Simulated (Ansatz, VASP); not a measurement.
## Zr: VASP beside Ansatz

```
CELL_PARAMETERS angstrom
3.24689 0.00000 0.00000
-1.62345 2.81189 0.00000
0.00000 0.00000 10.67261
ATOMIC_POSITIONS crystal
Zr 0.00000 0.00000 0.00000
Zr 0.00000 0.00000 0.50000
Zr 0.33333 0.66667 0.25000
Zr 0.66667 0.33333 0.75000
```

Alike in both runs: task single point; functional LDA; k mesh 13 × 13 × 4; occupations fermi-dirac, width 0.1 eV; no spin polarisation.

|  | VASP | Ansatz |
| --- | --- | --- |
| version | VASP 6.6.1 | Ansatz 0.2.0 |
| potentials or method | VASP PAW LDA potentials, release 64 (Zr_sv), cutoff 520 eV | plane waves (420 eV) with PAW, scalar-relativistic |
| valence electrons in the cell | 48 | 48 |

|  | VASP | Ansatz | Ansatz less VASP |
| --- | --- | --- | --- |
| pressure (GPa) | -9.4 | -9.4 | -0.07 |
| traceless stress, the component that is largest in VASP (GPa) | -0.62 | -0.65 | -0.022 |

Ansatz warns that its potentials were made for another functional, while VASP's fit it. LDA's correlation is that of Perdew and Zunger in VASP and of Perdew and Wang (1992) in Ansatz.
